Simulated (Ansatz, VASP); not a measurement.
# In in VASP and in Ansatz

```
In
1.0
     1.69161    0.97665    8.31547
    -1.69161    0.97665    8.31547
     0.00000   -1.95330    8.31547
In
3
Direct
  0.22199 0.22199 0.22199
  0.77801 0.77801 0.77801
  0.00000 0.00000 0.00000
```

Change from the starting cell: volume scaled by 1.04.

Alike in both runs: task single point; functional LDA; k mesh 9 × 9 × 9; occupations fermi-dirac, width 0.05 eV; no spin polarisation.

|  | VASP | Ansatz |
| --- | --- | --- |
| version | VASP 6.6.1 | Ansatz 0.2.0 |
| potentials or method | VASP PAW LDA potentials, release 64 (In_d), cutoff 520 eV | all-electron LAPW, scalar-relativistic |

Ansatz gave:

- gap on the k mesh at the Fermi level (eV): none
- pressure (GPa): -3.9
- traceless stress, the component that is largest in VASP (GPa): -0.33
- rms of the force components (eV/Å): 0.021

Q: Estimate VASP's values.

A: gap on the k mesh at the Fermi level (eV): none; pressure (GPa): -3.9; traceless stress, the component that is largest in VASP (GPa): -0.32; rms of the force components (eV/Å): 0.020.

LDA's correlation is that of Perdew and Zunger in VASP and of Perdew and Wang (1992) in Ansatz. Atom by atom the forces differ by 0.001 eV/Å (rms over components). A gap of «none» marks a metal or a gap that the smearing closes. Ansatz ran all-electron here, and VASP with PAW potentials.
